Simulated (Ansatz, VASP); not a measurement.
# Two plane-wave programs on AlGa3P4

```
Al Ga P
1.0
    -2.75363    2.75363    5.50708
     2.75363   -2.75363    5.50708
     2.75363    2.75363   -5.50708
Al Ga P
1 3 4
Direct
  0.50000 0.50000 0.00000
  0.00000 0.00000 0.00000
  0.25000 0.75000 0.50000
  0.75000 0.25000 0.50000
  0.12565 0.12565 0.50078
  0.37513 0.87435 0.00000
  0.62487 0.62487 0.49922
  0.87435 0.37513 0.00000
```

Alike in both runs: functional PBE; k mesh 8 × 8 × 8; occupations gaussian, width 0.02 eV; no spin polarisation.

Ansatz relaxed the structure, and its values are those at the end. VASP's run is a single point on that final structure, the one shown.

```csv
,VASP,Ansatz
version,VASP 6.6.1,Ansatz 0.2.0
potentials or method,"VASP PAW PBE potentials, release 64 (Al, Ga_d, P), cutoff 520 eV","scalar-relativistic, plane waves, PAW"
valence electrons in the cell,62,62
```

```tsv
	VASP	Ansatz	Ansatz less VASP
gap on the k mesh at the Fermi level (eV)	1.63	1.63	+0.002
least direct gap on the mesh (eV)	1.71	1.72	+0.001
pressure (GPa)	0.0	0.0	+0.04
```

With one functional, cell and mesh, what is left measures potentials, basis and numerics.
